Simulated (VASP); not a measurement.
# AlSn (P-6m2) in VASP: further runs

AlSn is run at these levels: r2SCAN; tasks: single point.

Program: VASP 6.6.1. These are calculated values, not measurements. Logs are shortened: lines on timing, memory, paths and dates and some standing lists are left out, and cuts for length are marked.

**1. The cell of the first run**

It takes space group P-6m2 (No. 187, hexagonal). The conventional cell has a = 4.141 Å, b = 4.141 Å, c = 3.262 Å, α = 90.00°, β = 90.00°, γ = 120.00°. Sn (site symmetry -6m2) has 6 Al at 2.89 Å and 2 Sn at 3.26 Å within 3.8 Å. Al (site symmetry -6m2) has 6 Sn at 2.89 Å and 2 Al at 3.26 Å within 3.8 Å.

**2. Single point, r2SCAN**

The input, POSCAR:

```
AlSn
1.0
    4.1413675035      0.0000000000      0.0000000000
   -2.0706837517      3.5865294644      0.0000000000
    0.0000000000      0.0000000000      3.2621543997
Sn Al
1 1
Direct
    0.3333333333      0.6666666667      0.5000000000
    0.0000000000      0.0000000000      0.0000000000
```

The input, INCAR.step1:

```
PREC     = Accurate       # precision mode
ENCUT    = 520            # plane-wave cutoff, eV
ISMEAR   = -1             # smearing method
SIGMA    = 0.05           # smearing width, eV
LREAL    = False          # projectors in reciprocal space
LASPH    = True           # aspherical terms in the spheres
NELM     = 100            # most SCF steps
NBANDS   = 16             # bands
GGA      = PE             # functional
ALGO     = Normal         # electronic algorithm
EDIFF    = 1E-4           # SCF threshold, eV
LWAVE    = True           # write WAVECAR
LCHARG   = False          # write CHGCAR
```

The input, INCAR.step2:

```
PREC     = Accurate       # precision mode
ENCUT    = 520            # plane-wave cutoff, eV
EDIFF    = 1E-7           # SCF threshold, eV
ISMEAR   = -1             # smearing method
SIGMA    = 0.05           # smearing width, eV
LREAL    = False          # projectors in reciprocal space
LASPH    = True           # aspherical terms in the spheres
NELM     = 100            # most SCF steps
ALGO     = Normal         # electronic algorithm
ISIF     = 2              # what is computed and relaxed
LWAVE    = False          # write WAVECAR
LCHARG   = False          # write CHGCAR
METAGGA  = R2SCAN         # meta-GGA
LMIXTAU  = True         
NBANDS   = 16             # bands
ISTART   = 1
```

The input, KPOINTS:

```
regular mesh
0
Gamma
  7 7 8
```

Potentials or basis: VASP PAW PBE potentials, release 64 (Sn_d, Al).

Launch:

```bash
cat potpaw_PBE.64/Sn_d/POTCAR potpaw_PBE.64/Al/POTCAR > POTCAR
cp INCAR.step1 INCAR
mpirun -np 1 vasp_std > vasp.out
cp INCAR.step2 INCAR
mpirun -np 1 vasp_std > vasp.out
```

OUTCAR:

```text
PREC = Accurate
   ENCUT = 520
   EDIFF = 1E-7
   ISMEAR = -1
   LREAL = False
   LASPH = True
   NELM = 100
   ISIF = 2
   METAGGA = R2SCAN
   ISTART = 1

 ion  position               nearest neighbor table
   1  0.333  0.667  0.500-   2 2.89   2 2.89   2 2.89   2 2.89   2 2.89   2 2.89
   2  0.000  0.000  0.000-   1 2.89   1 2.89   1 2.89   1 2.89   1 2.89   1 2.89

  LATTYP: Found a hexagonal cell.
 ALAT       =     4.1413675035
 C/A-ratio  =     0.7876998110

  Lattice vectors:

 A1 = (   4.1413675035,   0.0000000000,   0.0000000000)
 A2 = (  -2.0706837517,   3.5865294644,   0.0000000000)
 A3 = (   0.0000000000,   0.0000000000,   3.2621543997)

Analysis of symmetry for initial positions (statically):
=====================================================================
 Subroutine PRICEL returns:
 Original cell was already a primitive cell.

 Routine SETGRP: Setting up the symmetry group for a
 hexagonal supercell.

 Subroutine GETGRP returns: Found 12 space group operations
 (whereof 12 operations were pure point group operations)
 out of a pool of 24 trial point group operations.

The static configuration has the point symmetry D_3h.

Analysis of symmetry for dynamics (positions and initial velocities):
=====================================================================
 Subroutine PRICEL returns:
 Original cell was already a primitive cell.

 Routine SETGRP: Setting up the symmetry group for a
 hexagonal supercell.

 Subroutine GETGRP returns: Found 12 space group operations
 (whereof 12 operations were pure point group operations)
 out of a pool of 24 trial point group operations.

The dynamic configuration has the point symmetry D_3h.

 Subroutine INISYM returns: Found 12 space group operations
 (whereof 12 operations are pure point group operations),
 and found     1 'primitive' translations

----------------------------------------------------------------------------------------

                                     Primitive cell

  volume of cell :      48.4532

  direct lattice vectors                    reciprocal lattice vectors
     4.141367503  0.000000000  0.000000000     0.241466134  0.139410537  0.000000000
    -2.070683752  3.586529464  0.000000000     0.000000000  0.278821075  0.000000000
     0.000000000  0.000000000  3.262154400     0.000000000  0.000000000  0.306545883

  length of vectors
     4.141367503  4.141367503  3.262154400     0.278821075  0.278821075  0.306545883

  position of ions in fractional coordinates (direct lattice)
[... 79 lines left out ...]
   EDIFF  = 0.1E-06   stopping-criterion for ELM
   LREAL  =      F    real-space projection
   EDIFFG = 0.1E-05   stopping-criterion for IOM
   NSW    =      0    number of steps for IOM
   IBRION =     -1    ionic relax: 0-MD 1-quasi-New 2-CG
   NFREE  =      0    steps in history (QN), initial steepest desc. (CG)
   ISIF   =      2    stress and relaxation
   ISYM   =      2    0-nonsym 1-usesym 2-fastsym
   POTIM  = 0.5000    time-step for ionic-motion
   TEBEG  =    0.0;   TEEND  =   0.0 temperature during run
   PSTRESS=    0.0 pullay stress
   NELECT =      17.0000    total number of electrons
   NUPDOWN=      -1.0000    fix difference up-down
   EMIN   =  10.00;   EMAX   =-10.00  energy-range for DOS
   EFERMI =   0.00;   METHOD = LEGACY
   ISMEAR =    -1;   SIGMA  =   0.05  broadening in eV -4-tet -1-fermi 0-gaus
   EFERMI_NEDOS =   21; number of points for ismear=-14 and -15
   IALGO  =     38    algorithm
   IMIX   =      4    mixing-type and parameters
     AMIX     =   0.40;   BMIX     =  1.00
     AMIX_MAG =   1.60;   BMIX_MAG =  1.00
  volume/ion in A,a.u.               =      24.23       163.49
  Fermi-wavevector in a.u.,A,eV,Ry     =   1.154650  2.181972 18.139504  1.333216
  Thomas-Fermi vector in A             =   2.291284
   LORBIT       =      0    0 simple, 1 ext, 2 COOP (PROOUT), +10 PAW based schemes
   METAGGA = R2SCAN    functional components
   LHFCALC =     F    Hartree Fock is set to
   AEXX    =    0.0000 exact exchange contribution
   IVDW    =     0    specifies the selected vdW correction
   LEPSILON=     F    determine dielectric tensor
   LRPA    =     F    only Hartree local field effects (RPA)
 non-spin polarized calculation
  energy-cutoff  :      520.00
  volume of cell :       48.45
 maximum number of plane-waves:      1327
 NGX is ok and might be reduce to    32
   NGX = 15   NGY = 15   NGZ = 13

 number of electron      16.9999999 magnetization

 Free energy of the ion-electron system (eV)
  ---------------------------------------------------
  ext. energy  EPLUGINS =         0.00000000
  ---------------------------------------------------
  free energy    TOTEN  =       -30.96045888 eV

  energy without entropy =      -30.95485457  energy(sigma->0) =      -30.95765672

 E-fermi :   6.8319     XC(G=0): -10.4515

 val. band max:        6.8060487187   @ k =   0.2857   0.2857   0.2500
 cond. band min:       6.9394161588   @ k =   0.4286   0.1429   0.5000
 fundamental gap:      0.1333674400
 Fermi energy:         6.8318757478

 k-point     1 :       0.0000    0.0000    0.0000
  band No.  band energies     occupation
      1     -15.2473      2.00000
      2     -15.1161      2.00000
      3     -15.1161      2.00000
      4     -15.0947      2.00000
      5     -15.0947      2.00000
      6      -4.4826      2.00000
[... 433 lines left out ...]
      3     -15.1262      2.00000
      4     -15.1041      2.00000
      5     -15.0920      2.00000
      6      -1.2225      2.00000
[... 8 lines left out ...]
     15      20.0901      0.00000
     16      20.1773      0.00000

 [... further k-points ...]

------------------------ aborting loop because EDIFF is reached ----------------------------------------

  FORCE on cell =-STRESS in cart. coord.  units (eV):
  Direction    XX          YY          ZZ          XY          YZ          ZX
  --------------------------------------------------------------------------------------
  -------------------------------------------------------------------------------------
  Total        0.3722780      0.3722780      0.2321517      0.0000000     -0.0000000      0.0000000
  in kB       12.3099217     12.3099217      7.6764399      0.0000000     -0.0000000      0.0000000
  external PRESSURE =      10.7654278 kB  Pullay stress =       0.0000000 kB

 VOLUME and BASIS-vectors are now :
 -----------------------------------------------------------------------------
  energy-cutoff  :      520.00
  volume of cell :       48.45
      direct lattice vectors                 reciprocal lattice vectors
     4.141367503  0.000000000  0.000000000     0.241466134  0.139410537  0.000000000
    -2.070683752  3.586529464  0.000000000     0.000000000  0.278821075  0.000000000
     0.000000000  0.000000000  3.262154400     0.000000000  0.000000000  0.306545883

 POSITION                                       TOTAL-FORCE (eV/Angst)
 -----------------------------------------------------------------------------------
     -0.00000      2.39102      1.63108         0.000000      0.000000      0.000000
      0.00000      0.00000      0.00000        -0.000000      0.000000      0.000000
 -----------------------------------------------------------------------------------
    total drift:                                0.000001     -0.000001     -0.000000

  FREE ENERGIE OF THE ION-ELECTRON SYSTEM (eV)
  ---------------------------------------------------
  free  energy   TOTEN  =       -30.9604588831 eV

  energy  without entropy=      -30.9548545652  energy(sigma->0) =      -30.95765672
```

OUTCAR.step1:

```text
PREC = Accurate
   ENCUT = 520
   ISMEAR = -1
   LREAL = False
   LASPH = True
[... 678 lines left out ...]
     -0.00000      2.39102      1.63108        -0.000000      0.000000      0.000000
      0.00000      0.00000      0.00000         0.000000     -0.000000      0.000000
 -----------------------------------------------------------------------------------
    total drift:                                0.000000     -0.000000     -0.000000

  FREE ENERGIE OF THE ION-ELECTRON SYSTEM (eV)
  ---------------------------------------------------
  free  energy   TOTEN  =        -7.1858391118 eV

  energy  without entropy=       -7.1808865993  energy(sigma->0) =       -7.18336286
```

OSZICAR.step1:

```text
N       E                     dE             d eps       ncg     rms          rms(c)
DAV:   1     0.986100595760E+02    0.98610E+02   -0.77778E+03  1296   0.127E+03
DAV:   2     0.626262183288E+00   -0.97984E+02   -0.94153E+02  1416   0.337E+02
DAV:   3    -0.702446364266E+01   -0.76507E+01   -0.76163E+01  1664   0.742E+01
DAV:   4    -0.721790493964E+01   -0.19344E+00   -0.19342E+00  1552   0.128E+01
DAV:   5    -0.722684577969E+01   -0.89408E-02   -0.89406E-02  2016   0.257E+00    0.234E+00
DAV:   6    -0.719894361232E+01    0.27902E-01   -0.18347E-02  1752   0.191E+00    0.135E+00
DAV:   7    -0.718571652424E+01    0.13227E-01   -0.20816E-02  1720   0.181E+00    0.141E-01
DAV:   8    -0.718579488820E+01   -0.78364E-04   -0.21915E-03  1680   0.576E-01    0.520E-02
DAV:   9    -0.718583911175E+01   -0.44224E-04   -0.88433E-05  1296   0.843E-02
   1 F= -.71858391E+01 E0= -.71833629E+01  d E =-.495251E-02
```

Run time: 67 s. Hardware: 1 thread of Intel Xeon Platinum 8488C (Sapphire Rapids), shared host; peak memory 0.18 GiB.

Results:

```yaml
Free_energy: -30.9605 eV
Pressure: 1.1 GPa
```

Stress tensor (GPa, compression positive):
```
1.23 0.00 0.00
0.00 1.23 0.00
0.00 0.00 0.77
```

Caveat: the PAW data sets were made with another functional, which shifts forces and pressure a little; spin-orbit coupling is left out, which moves the levels of the heavy elements.

**3. Single point, r2SCAN**

This run uses another cell than the first one, of 24.73 Å³/atom, 1.021 times its volume.

The input, POSCAR:

```
AlSn
1.0
    4.1699295613      0.0000000000      0.0000000000
   -2.0849647806      3.6112649320      0.0000000000
    0.0000000000      0.0000000000      3.2846527272
Sn Al
1 1
Direct
    0.3333333333      0.6666666667      0.5000000000
    0.0000000000      0.0000000000      0.0000000000
```

The input, INCAR.step1:

```
PREC = Accurate
ENCUT = 520
ISMEAR = -1
SIGMA = 0.05
LREAL = F
LASPH = T
NELM = 60
NBANDS = 16
GGA = PE
ALGO = Normal
EDIFF = 1E-4
LWAVE = T
LCHARG = F
```

The input, INCAR.step2:

```
PREC = Accurate
ENCUT = 520
EDIFF = 1E-6
ISMEAR = -1
SIGMA = 0.05
LREAL = F
LASPH = T
NELM = 60
ALGO = Normal
ISIF = 2
LWAVE = F
LCHARG = F
METAGGA = R2SCAN
LMIXTAU = T
NBANDS = 16
ISTART = 1
```

The input, KPOINTS:

```
Automatic mesh
0
Gamma
  7 7 8
```

Potentials or basis: VASP PAW PBE potentials, release 64 (Sn_d, Al).

Launch:

```bash
cat potpaw_PBE.64/Sn_d/POTCAR potpaw_PBE.64/Al/POTCAR > POTCAR
cp INCAR.step1 INCAR
mpirun -np 1 vasp_std > vasp.out
cp INCAR.step2 INCAR
mpirun -np 1 vasp_std > vasp.out
```

Wall time 69 s (1 thread of Intel Xeon Platinum 8488C (Sapphire Rapids), shared host); peak memory 0.18 GiB.

It converged, with:

```
Free energy : -30.9637 eV
Pressure    : -0.1 GPa
```

Stress tensor (GPa, compression positive):
```
 0.10  0.00  0.00
 0.00  0.10  0.00
 0.00  0.00 -0.57
```

Levels at points of the mesh, in eV from the Fermi level:
```csv
k point,band 5,band 6,band 7,band 8,band 9,band 10,band 11,band 12
"(0.00, 0.00, 0.00)",-21.91,-11.16,-0.32,-0.32,1.15,2.82,3.30,3.30
"(0.00, 0.00, 0.50)",-21.85,-7.86,-6.66,2.87,2.87,3.82,3.82,4.28
```

Caveat: the PAW data sets were made with another functional, which shifts forces and pressure a little; spin-orbit coupling is left out, which moves the levels of the heavy elements.

**4. Single point, r2SCAN**

This run uses another cell than the first one, of 25.74 Å³/atom, 1.062 times its volume.

The input, POSCAR:

```
AlSn
1.0
    4.2259084499      0.0000000000      0.0000000000
   -2.1129542249      3.6597440716      0.0000000000
    0.0000000000      0.0000000000      3.3287472872
Sn Al
1 1
Direct
    0.3333333333      0.6666666667      0.5000000000
    0.0000000000      0.0000000000      0.0000000000
```

The input, INCAR.step1:

```
SYSTEM = AlSn
ALGO     = Normal         ! electronic algorithm
EDIFF    = 1E-4           ! SCF threshold, eV
ENCUT    = 520            ! plane-wave cutoff, eV
GGA      = PE             ! functional
ISMEAR   = -1             ! smearing method
LASPH    = .True.         ! aspherical terms in the spheres
LCHARG   = .False.        ! write CHGCAR
LREAL    = .False.        ! projectors in reciprocal space
LWAVE    = .True.         ! write WAVECAR
NBANDS   = 16             ! bands
NELM     = 100            ! most SCF steps
PREC     = Accurate       ! precision mode
SIGMA    = 0.05           ! smearing width, eV
```

The input, INCAR.step2:

```
SYSTEM = AlSn
ALGO     = Normal         ! electronic algorithm
EDIFF    = 1E-6           ! SCF threshold, eV
ENCUT    = 520            ! plane-wave cutoff, eV
ISIF     = 2              ! what is computed and relaxed
ISMEAR   = -1             ! smearing method
ISTART   = 1            
LASPH    = .True.         ! aspherical terms in the spheres
LCHARG   = .True.         ! write CHGCAR
LELF     = .True.         ! ELF
LMIXTAU  = .True.       
LREAL    = .False.        ! projectors in reciprocal space
LVHAR    = .True.       
LWAVE    = .False.        ! write WAVECAR
METAGGA  = R2SCAN         ! meta-GGA
NBANDS   = 16             ! bands
NELM     = 100            ! most SCF steps
PREC     = Accurate       ! precision mode
SIGMA    = 0.05           ! smearing width, eV
```

The input, KPOINTS:

```
k-points
0
Gamma
  7 7 8
  0 0 0
```

Launch:

```bash
cat potpaw_PBE.64/Sn_d/POTCAR potpaw_PBE.64/Al/POTCAR > POTCAR
cp INCAR.step1 INCAR
mpirun -np 1 vasp_std > vasp.out
cp INCAR.step2 INCAR
mpirun -np 1 vasp_std > vasp.out
```

Wall time 1.8 min (1 thread of Intel Xeon Platinum 8488C (Sapphire Rapids), shared host); peak memory 0.19 GiB.

It converged, with:

```yaml
Free_energy: -30.9493 eV
Pressure: -2.2 GPa
```

Stress tensor (GPa, compression positive):
```
-1.81  0.00  0.00
 0.00 -1.81  0.00
 0.00  0.00 -2.90
```

Levels at points of the mesh, in eV from the Fermi level:
```csv
k point,band 5,band 6,band 7,band 8,band 9,band 10,band 11,band 12
"(0.00, 0.00, 0.00)",-21.88,-10.88,-0.29,-0.29,0.92,2.75,3.29,3.29
"(0.00, 0.00, 0.50)",-21.83,-7.70,-6.46,2.78,2.78,3.74,3.74,4.05
```

Caveat: the PAW data sets were made with another functional, which shifts forces and pressure a little; spin-orbit coupling is left out, which moves the levels of the heavy elements.

**5. Overview**

```csv
cell,gap on the mesh (eV),pressure (GPa)
"a = 4.141, b = 4.141, c = 3.262 Å, angles 90.0, 90.0, 120.0°, 2 atoms",none,1.1
"a = 4.170, b = 4.170, c = 3.285 Å, angles 90.0, 90.0, 120.0°, 2 atoms",none,-0.1
"a = 4.226, b = 4.226, c = 3.329 Å, angles 90.0, 90.0, 120.0°, 2 atoms",none,-2.2
```

Alike in all rows: task single point; level r2SCAN; potentials or basis VASP PAW PBE potentials, release 64 (Sn_d, Al); no spin polarisation; k mesh 7 × 7 × 8; cutoff (eV) 520; smearing fermi-dirac 0.05 eV.

Caveats: the PAW data sets were made with another functional, which shifts forces and pressure a little; spin-orbit coupling is left out, which moves the levels of the heavy elements.

Absolute energies hang on the potentials; compare differences alone.
